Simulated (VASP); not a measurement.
A run of VASP 6.6.1 is set up as follows.

INCAR

```
PREC = Accurate
ENCUT = 520
EDIFF = 1E-6
ISMEAR = 0
SIGMA = 0.1
LREAL = F
LASPH = T
NELM = 60
ALGO = Normal
ISIF = 2
LWAVE = F
LCHARG = F
GGA = PE
NBANDS = 25
```

The input KPOINTS:

```
Automatic mesh
0
Gamma
  3 3 4
```

POSCAR

```
MgS5
1.0
    5.6170294101      0.0000000028      0.0000000000
   -2.8085147075      4.8644901616      0.0000000000
    0.0000000000      0.0000000000      4.0844830020
Mg S
1 5
Direct
    0.0000000000      0.0000000000      0.0000000000
    0.5000000000      0.0000000000      0.5000000000
    0.5000000000      0.5000000000      0.5000000000
    0.0000000000      0.5000000000      0.5000000000
    0.3333333333      0.6666666667      0.0000000000
    0.6666666667      0.3333333333      0.0000000000
```

Potentials or basis: VASP PAW PBE potentials, release 64 (Mg, S).

Run with:

```sh
$ cat potpaw_PBE.64/Mg/POTCAR potpaw_PBE.64/S/POTCAR > POTCAR
$ mpirun -np 1 vasp_std > vasp.out
```

Q: Estimate the pressure.

A: 0.0 GPa.

Q: Predict the band gap on the k mesh.

A: Zero (band 16 reaches 6.91 eV, above the bottom of band 17 at 5.14 eV).

Stress tensor (GPa, compression positive):
```
 0.14  0.00  0.00
 0.00  0.14  0.00
 0.00  0.00 -0.40
```

Caveat: the k points lie up to 0.43 Å⁻¹ apart.
